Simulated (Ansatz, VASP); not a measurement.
## NaOs3F: VASP beside Ansatz

INCAR

```
ALGO = Normal
EDIFF = 1E-7
EDIFFG = -0.04
ENCUT = 600
GGA = PE
IBRION = 2
ISIF = 3
ISMEAR = 0
ISPIN = 2
LASPH = T
LCHARG = F
LMAXMIX = 4
LORBIT = 11
LREAL = F
LWAVE = F
MAGMOM = 0 1 1 1 0
NELM = 150
NSW = 90
PREC = Accurate
SIGMA = 0.1
```

KPOINTS

```
k-points
0
Gamma
  4 4 4
```

File POSCAR:

```
NaOs3F
1.0
    4.2271838900      0.0000000000      0.0000000000
    0.0000000000      4.2271838900      0.0000000000
    0.0000000000      0.0000000000      4.2271838900
Na Os F
1 3 1
Direct
    0.0000000000      0.0000000000      0.0000000000
    0.0000000000      0.5000000000      0.5000000000
    0.5000000000      0.0000000000      0.5000000000
    0.5000000000      0.5000000000      0.0000000000
    0.5000000000      0.5000000000      0.5000000000
```

Input for Ansatz:

```yaml
crystal:
  lattice:
    - [4.22718389, 0.0, 0.0]
    - [0.0, 4.22718389, 0.0]
    - [0.0, 0.0, 4.22718389]
  atoms:
    - { symbol: Na, position: [0.0, 0.0, 0.0] }
    - { symbol: Os, position: [0.0, 0.5, 0.5], spin: 1.0 }
    - { symbol: Os, position: [0.5, 0.0, 0.5], spin: 1.0 }
    - { symbol: Os, position: [0.5, 0.5, 0.0], spin: 1.0 }
    - { symbol: F, position: [0.5, 0.5, 0.5] }
basis:
  ecutwfc: 420
kpoints:
  mp_grid: { grid: [4, 4, 4] }
hamiltonian:
  xc: pbe
scf:
  occupations: { method: gaussian, width: 0.1 }
  lower_state_search: "off"
output:
  forces: true
  stress: true
  eigenvalues: true
  populations: true
magnetization:
  spin_polarized: true
relax:
  adjacent_minimum: "off"
  f_tol: 0.04
  max_steps: 70
  cell: { stress_tol: 0.4 }
```

Change from the starting cell: species swapped into the HoBRh3 type (Pm-3m, No. 221).

Alike in both runs: task relaxation of cell and atoms; functional PBE; k mesh 4 × 4 × 4; occupations gaussian, width 0.1 eV; collinear spin.

```csv
,VASP,Ansatz
version,VASP 6.6.1,Ansatz 0.2.0
potentials or method,"VASP PAW PBE potentials, release 64 (Na_pv, Os, F), cutoff 600 eV","scalar-relativistic, plane waves, PAW"
valence electrons in the cell,38,64
```

Ansatz gave:

```
gap on the k mesh at the Fermi level, each at its own relaxed structure (eV) : none
net moment per atom (μB)                                                     : 0.50
size of the moment on the site where the two differ most (μB)                : 0.55
relaxed volume (Å³/atom)                                                     : 15.78
relaxed cell length with the largest relative difference (Å)                 : 4.289
```

Problem. Which values does VASP return?

Solution. gap on the k mesh at the Fermi level, each at its own relaxed structure (eV): none; net moment per atom (μB): 0.51; size of the moment on the site where the two differ most (μB): 0.81; relaxed volume (Å³/atom): 15.84; relaxed cell length with the largest relative difference (Å): 4.295.

Site moments also hang on the region over which each program counts them. A gap of «none» marks a metal or a gap that the smearing closes. VASP's potentials hold 38 valence electrons a cell and Ansatz's 64, so a difference there can come from the potentials and not from the codes.

The k mesh is coarse, so the values compare programs but aren't converged. Neither program's run includes spin-orbit coupling.
